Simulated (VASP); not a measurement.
Crystal: NiO.

```
Ni O
1.0
     0.00000    2.09131    2.09131
     2.09131    0.00000    2.09131
     2.09131    2.09131    0.00000
Ni O
1 1
Cartesian
  0.0000 0.0000 0.0000
  2.0913 2.0913 2.0913
```

Base run:

| Item | Value |
| --- | --- |
| Program | VASP 6.6.1 |
| Functional | BLYP |
| Potentials or basis | VASP PAW PBE potentials, release 64 (Ni, O) |
| Cutoff | 600 eV |
| k mesh | 10 × 10 × 10 |
| Occupations | gaussian, width 0.05 eV |
| Spin | collinear spin, ferromagnetic start |
| Starting moments | [1.89, 0.0] μB |
| Hubbard terms | Ni d U = 6.2 eV |

Its results: band gap on the k mesh 2.43 eV (least direct gap 3.08 eV); pressure 9.6 GPa; net moment 2.00 μB per cell; site moments Ni +1.81; O +0.18 μB.

Question: The run is repeated on the same cell with these changes: functional from BLYP to PBE; moments at the start from [1.89, 0.0] to [2.0, 0.0]. What comes out?

Answer: Band gap on the k mesh 2.53 eV (least direct gap 3.17 eV); pressure 1.6 GPa; net moment 2.00 μB per cell; site moments Ni +1.82; O +0.17 μB.

Caveats: a cell with one magnetic atom can't hold antiferromagnetic order, which such compounds often take; the cell stands under pressure (at least some runs); the PAW data sets were made with another functional, which shifts forces and pressure a little (at least some runs).

A k mesh can miss the band edges.
